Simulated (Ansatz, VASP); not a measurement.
**One calculation of BAs, two programs**

The input INCAR:

```
  ALGO = Normal
  EDIFF = 1E-7
  ENCUT = 520
  GGA = PS
  ISIF = 2
  ISMEAR = 0
  LASPH = T
  LCHARG = T
  LELF = T
  LREAL = F
  LVHAR = T
  LWAVE = F
  NBANDS = 11
  NELM = 60
  PREC = Accurate
  SIGMA = 0.02
```

The input KPOINTS:

```
k-points
0
Gamma
  10 10 10
```

File POSCAR:

```
BAs
1.0
    0.0000000000      2.4814126500      2.4814126500
    2.4814126500      0.0000000000      2.4814126500
    2.4814126500      2.4814126500      0.0000000000
B As
1 1
Direct
    0.0000000000      0.0000000000      0.0000000000
    0.7500000000      0.7500000000      0.7500000000
```

Input for Ansatz:

```yaml
crystal:
  lattice:
    - [0.0, 2.48141265, 2.48141265]
    - [2.48141265, 0.0, 2.48141265]
    - [2.48141265, 2.48141265, 0.0]
  atoms:
    - { symbol: B, position: [0.0, 0.0, 0.0] }
    - { symbol: As, position: [0.75, 0.75, 0.75] }
basis:
  ecutwfc: 420
kpoints:
  mp_grid: { grid: [10, 10, 10] }
hamiltonian:
  xc: pbesol
scf:
  occupations: { method: gaussian, width: 0.02 }
output:
  forces: true
  stress: true
  eigenvalues: true
```

Alike in both runs: task single point; functional PBEsol; k mesh 10 × 10 × 10; occupations gaussian, width 0.02 eV; no spin polarisation.

|  | VASP | Ansatz |
| --- | --- | --- |
| version | VASP 6.6.1 | Ansatz 0.2.0 |
| potentials or method | VASP PAW PBE potentials, release 64 (B, As), cutoff 520 eV | scalar-relativistic, plane waves, PAW |
| valence electrons in the cell | 8 | 18 |

VASP gave:

| Quantity | Value |
| --- | --- |
| gap on the k mesh at the Fermi level (eV) | 1.18 |
| least direct gap on the mesh (eV) | 3.11 |
| pressure (GPa) | -12.7 |

**Question.** Which values does Ansatz return?

**Answer.** gap on the k mesh at the Fermi level (eV): 1.19; least direct gap on the mesh (eV): 3.11; pressure (GPa): -13.2.

VASP's potentials were made for PBE, not for PBEsol. VASP's potentials hold 8 valence electrons a cell and Ansatz's 18, so a difference there can come from the potentials and not from the codes.
